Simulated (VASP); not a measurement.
Here is a VASP 6.6.1 calculation.

File INCAR:

```
PREC = Accurate
ENCUT = 520
EDIFF = 1E-6
ISMEAR = -1
SIGMA = 0.02
LREAL = False
LASPH = True
NELM = 80
ALGO = Normal
ISIF = 2
LWAVE = False
LCHARG = False
GGA = PE
NBANDS = 26
```

The input KPOINTS:

```
Automatic mesh
0
Gamma
  8 6 8
```

POSCAR

```
GaN
1.0
   -2.2742431748      2.2742431748      0.0000000000
    0.0000000000      0.0000000000      4.5484863495
    2.2742431748      2.2742431748      0.0000000000
Ga N
2 2
Direct
    0.0000000000      0.0000000000      0.0000000000
    0.5000000000      0.5000000000      0.5000000000
    0.0000000000      0.2500000000      0.5000000000
    0.5000000000      0.7500000000      0.0000000000
```

Potentials or basis: VASP PAW PBE potentials, release 64 (Ga_d, N).

Run with:

```sh
$ cat potpaw_PBE.64/Ga_d/POTCAR potpaw_PBE.64/N/POTCAR > POTCAR
$ mpirun -np 1 vasp_std > vasp.out
```

Problem. Predict the pressure.

Solution. 0.1 GPa.

Problem. Estimate the band gap on the k mesh.

Solution. 1.55 eV.
